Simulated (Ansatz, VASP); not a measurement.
**Two plane-wave programs on AlN**

```xyz
2
Lattice="-0.0386 2.1900 2.1900 2.1900 -0.0386 2.1900 2.1900 2.1900 -0.0386" Properties=species:S:1:pos:R:3 pbc="T T T"
Al   -0.0046   -0.0046   -0.0046
N     1.0899    1.0899    1.0899
```

Change from the starting cell: epitaxial_111 strain +2.0%.

Alike in both runs: task single point; functional r2SCAN; k mesh 10 × 10 × 10; no spin polarisation.

|  | VASP | Ansatz |
| --- | --- | --- |
| version | VASP 6.6.1 | Ansatz 0.2.0 |
| potentials or method | VASP PAW PBE potentials, release 64 (Al, N) | plane waves, PAW |
| plane-wave cutoff (eV) | 520 | 500 |
| occupations | gaussian, width 0.01 eV | fixed |
| valence electrons in the cell | 8 | 8 |

|  | VASP | Ansatz | Ansatz less VASP |
| --- | --- | --- | --- |
| gap on the k mesh at the Fermi level (eV) | 3.76 | 3.77 | +0.007 |
| pressure (GPa) | -6.9 | -6.5 | +0.37 |
| traceless stress, the component that is largest in VASP (GPa) | 3.27 | 3.24 | -0.033 |
| rms of the force components (eV/Å) | 0.005 | 0.004 | -0.0013 |

VASP's potentials were made for PBE, not for r2SCAN. Atom by atom the forces differ by 0.001 eV/Å (rms over components).
